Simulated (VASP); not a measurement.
## SiMo3: single point with PBE

SiMo3:

```xyz
8
Lattice="4.9010 0.0000 0.0000 0.0000 4.9010 0.0000 0.0000 0.0000 4.9010" Properties=species:S:1:pos:R:3 pbc="T T T"
Si    2.4505    2.4505    2.4505
Si    0.0000    0.0000    0.0000
Mo    0.0000    2.4505    3.6758
Mo    0.0000    2.4505    1.2253
Mo    2.4505    1.2253    0.0000
Mo    2.4505    3.6758    0.0000
Mo    1.2253    0.0000    2.4505
Mo    3.6758    0.0000    2.4505
```

- Program: VASP 6.6.1
- Task: single point
- Functional: PBE
- Potentials or basis: VASP PAW PBE potentials, release 64 (Si, Mo_sv)
- Cutoff: 500 eV
- k mesh: 3 × 3 × 3
- Occupations: gaussian, width 0.2 eV
- Spin: no spin polarisation
- Dipole correction: no
- Further INCAR settings: ALGO = Normal; EDIFF = 1e-06; NBANDS = 56

```
Pressure               : 0.4 GPa
Band gap on the k mesh : zero (band 46 reaches 13.90 eV, above the bottom of band 47 at 12.75 eV)
```

Levels at points of the mesh, in eV from the Fermi level:
```tsv
k point	band 41	band 42	band 43	band 44	band 45	band 46	band 47	band 48	band 49	band 50
(0.00, 0.00, 0.00)	-2.22	-2.22	-1.63	-1.63	1.16	1.16	1.16	1.92	2.27	2.27
```

Wall time 24 s on 1 thread of Intel(R) Xeon(R) Platinum 8488C (Sapphire Rapids), with other jobs on the host, peak memory 0.2 GiB.

Caveat: the k points lie up to 0.43 Å⁻¹ apart.
